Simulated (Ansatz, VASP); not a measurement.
# One calculation of TiIn4, two programs

```xyz
5
Lattice="-4.6481 4.6481 1.4862 4.6481 -4.6481 1.4862 4.6481 4.6481 -1.4862" Properties=species:S:1:pos:R:3 pbc="T T T"
Ti    0.0000    0.0000    1.4862
In    6.7407    0.0000    0.0000
In    2.5554    0.0000    0.0000
In    0.0000    6.7407    0.0000
In    0.0000    2.5554    0.0000
```

Alike in both runs: task relaxation of cell and atoms; functional PBE; k mesh 6 × 6 × 6; occupations gaussian, width 0.1 eV; no spin polarisation.

```csv
,VASP,Ansatz
version,VASP 6.6.1,Ansatz 0.2.0
potentials or method,"VASP PAW PBE potentials, release 64 (Ti_sv, In_d), cutoff 600 eV","scalar-relativistic, plane waves, PAW"
valence electrons in the cell,64,64
```

VASP gave:

- gap on the k mesh at the Fermi level, each at its own relaxed structure (eV): none
- relaxed volume (Å³/atom): 25.18
- relaxed cell length with the largest relative difference (Å): 6.618

**Question.** Which values does Ansatz return?

**Answer.** gap on the k mesh at the Fermi level, each at its own relaxed structure (eV): none; relaxed volume (Å³/atom): 25.16; relaxed cell length with the largest relative difference (Å): 6.626.

A gap of «none» marks a metal or a gap that the smearing closes.

The k mesh is coarse, so the values compare programs but aren't converged.
